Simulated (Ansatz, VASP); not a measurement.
# Co: VASP beside Ansatz

The input INCAR:

```
SYSTEM = Co
ALGO     = Normal         ! electronic algorithm
EDIFF    = 1E-7           ! SCF threshold, eV
ENCUT    = 520            ! plane-wave cutoff, eV
GGA      = RP             ! functional
ISIF     = 2              ! what is computed and relaxed
ISMEAR   = -1             ! smearing method
ISPIN    = 2              ! spin polarisation
LASPH    = .True.         ! aspherical terms in the spheres
LCHARG   = .False.        ! write CHGCAR
LMAXMIX  = 4              ! l up to which the mixer works
LORBIT   = 11             ! projections on sites
LREAL    = .False.        ! projectors in reciprocal space
LWAVE    = .False.        ! write WAVECAR
MAGMOM   = -1.79 -1.79    ! initial moments
NBANDS   = 20             ! bands
NELM     = 150            ! most SCF steps
PREC     = Accurate       ! precision mode
SIGMA    = 0.05           ! smearing width, eV
```

Contents of KPOINTS:

```
k-points
0
Gamma
  12 12 12
  0 0 0
```

Contents of POSCAR:

```
Co
1.0
    0.0000000000      2.4623502104      2.4623502104
    2.4623502104      0.0000000000      2.4623502104
    2.4623502104      2.4623502104      0.0000000000
Co
2
Direct
    0.1250000000      0.1250000000      0.1250000000
    0.8750000000      0.8750000000      0.8750000000
```

Input for Ansatz:

```yaml
crystal:
  lattice:
    - [0.0, 2.4623502104, 2.4623502104]
    - [2.4623502104, 0.0, 2.4623502104]
    - [2.4623502104, 2.4623502104, 0.0]
  atoms:
    - { symbol: Co, position: [0.125, 0.125, 0.125], spin: -1.79 }
    - { symbol: Co, position: [0.875, 0.875, 0.875], spin: -1.79 }
hamiltonian:
  xc: rpbe
  pseudopotentials:
    kind: paw
    azcp:
      Co: "pseudopotentials/Co.paw.azcp"
basis:
  ecutwfc: 420
  fft_grid_basis: typed
kpoints:
  mp_grid: { grid: [12, 12, 12], shift: [0, 0, 0] }
magnetization:
  spin_polarized: true
scf:
  occupations: { method: fermi_dirac, width: 0.05 }
  lower_state_search: "off"
output:
  stress: true
  write_density: true
  write_potential: true
  elf: true
  volumetric_format: npy
```

Alike in both runs: task single point; functional RPBE; k mesh 12 × 12 × 12; occupations fermi-dirac, width 0.05 eV; collinear spin.

|  | VASP | Ansatz |
| --- | --- | --- |
| version | VASP 6.6.1 | Ansatz 0.2.0 |
| potentials or method | VASP PAW PBE potentials, release 64 (Co), cutoff 520 eV | plane waves (420 eV) with PAW, scalar-relativistic |
| valence electrons in the cell | 18 | 34 |

Ansatz gave:

| Item | Value |
| --- | --- |
| pressure (GPa) | 15.5 |
| net moment per atom (μB) | 1.68 |
| size of the moment on the site where the two differ most (μB) | 1.69 |

Q: Estimate VASP's values.

A: Pressure (GPa): 5.6; net moment per atom (μB): 0.83; size of the moment on the site where the two differ most (μB): 0.82.

The net moments are unlike, so the other rows may belong to different states. VASP's potentials were made for PBE, not for RPBE. Site moments also hang on the region over which each program counts them. VASP's potentials hold 18 valence electrons a cell and Ansatz's 34, so a difference there can come from the potentials and not from the codes.
